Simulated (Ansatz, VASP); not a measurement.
Be in VASP and in Ansatz

INCAR

```
SYSTEM = Be
PREC = Accurate
ENCUT = 520
EDIFF = 1E-8
ISMEAR = -1
SIGMA = 0.08
LREAL = .FALSE.
LASPH = .TRUE.
NELM = 80
ALGO = Normal
ISIF = 2
LWAVE = .FALSE.
LCHARG = .FALSE.
GGA = PE
LEFG = .TRUE.
NBANDS = 9
```

Contents of KPOINTS:

```
regular mesh
0
G
  13 13 13
  0 0 0
```

POSCAR

```
Be
1.0
    0.0000000000      2.4320275310      2.4320275310
    2.4320275310      0.0000000000      2.4320275310
    2.4320275310      2.4320275310      0.0000000000
Be
2
Direct
    0.0000000000      0.0000000000      0.0000000000
    0.2500000000      0.2500000000      0.2500000000
```

Input for Ansatz:

```yaml
crystal:
  lattice:
    - [0.0, 2.432027531, 2.432027531]
    - [2.432027531, 0.0, 2.432027531]
    - [2.432027531, 2.432027531, 0.0]
  atoms:
    - { symbol: Be, position: [0.0, 0.0, 0.0] }
    - { symbol: Be, position: [0.25, 0.25, 0.25] }
kpoints:
  mp_grid: { grid: [13, 13, 13] }
scf:
  occupations: { method: fermi_dirac, width: 0.08 }
hamiltonian:
  xc: pbe
  pseudopotentials: { kind: paw }
output:
  forces: true
  stress: true
  eigenvalues: true
  efg: { contact_densities: true }
```

Change from the starting cell: volume scaled by 0.98, PAW files.

Alike in both runs: task electric field gradients; functional PBE; k mesh 13 × 13 × 13; occupations fermi-dirac, width 0.08 eV; no spin polarisation.

|  | VASP | Ansatz |
| --- | --- | --- |
| version | VASP 6.6.1 | Ansatz 0.2.0 |
| potentials or method | VASP PAW PBE potentials, release 64 (Be) | PAW with Ansatz's default frozen-core files, scalar-relativistic |
| plane-wave cutoff (eV) | 520 | 420 |
| valence electrons in the cell | 4 | 4 |

```csv
,VASP,Ansatz,Ansatz less VASP
pressure (GPa),0.9,0.9,-0.04
```
